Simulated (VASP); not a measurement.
Input of a VASP 6.6.1 run:

Contents of POSCAR:

```
LiF
1.0
    2.4648918183      0.0000000000      0.0000000000
    0.0000000000      2.4648918183      0.0000000000
    0.0000000000      0.0000000000      2.4648918183
Li F
1 1
Direct
    0.0000000000      0.0000000000      0.0000000000
    0.5000000000      0.5000000000      0.5000000000
```

Contents of INCAR.step1:

```
SYSTEM = LiF
PREC     = Accurate       ! precision mode
ENCUT    = 520            ! plane-wave cutoff, eV
ISMEAR   = 0              ! smearing method
SIGMA    = 0.01           ! smearing width, eV
LREAL    = .False.        ! projectors in reciprocal space
LASPH    = .True.         ! aspherical terms in the spheres
NELM     = 100            ! most SCF steps
NBANDS   = 12             ! bands
GGA      = PE             ! functional
ALGO     = Normal         ! electronic algorithm
EDIFF    = 1E-4           ! SCF threshold, eV
LWAVE    = .True.         ! write WAVECAR
LCHARG   = .False.        ! write CHGCAR
```

File INCAR.step2:

```
SYSTEM = LiF
PREC     = Accurate       ! precision mode
ENCUT    = 520            ! plane-wave cutoff, eV
EDIFF    = 1E-6           ! SCF threshold, eV
ISMEAR   = 0              ! smearing method
SIGMA    = 0.01           ! smearing width, eV
LREAL    = .False.        ! projectors in reciprocal space
LASPH    = .True.         ! aspherical terms in the spheres
NELM     = 100            ! most SCF steps
ALGO     = Normal         ! electronic algorithm
ISIF     = 2              ! what is computed and relaxed
LWAVE    = .False.        ! write WAVECAR
LCHARG   = .False.        ! write CHGCAR
METAGGA  = R2SCAN         ! meta-GGA
LMIXTAU  = .True.       
NBANDS   = 12             ! bands
ISTART   = 1
```

Contents of KPOINTS:

```
Automatic mesh
0
Gamma
  8 8 8
  0 0 0
```

Potentials or basis: VASP PAW PBE potentials, release 64 (Li_sv, F).

Run with:

```console
$ cat potpaw_PBE.64/Li_sv/POTCAR potpaw_PBE.64/F/POTCAR > POTCAR
$ cp INCAR.step1 INCAR
$ mpirun -np 1 vasp_std > vasp.out
$ cp INCAR.step2 INCAR
$ mpirun -np 1 vasp_std > vasp.out
```

(1) What does it give for the band gap on the k mesh?

Answers

(1) 9.76 eV (least direct gap 10.57 eV).
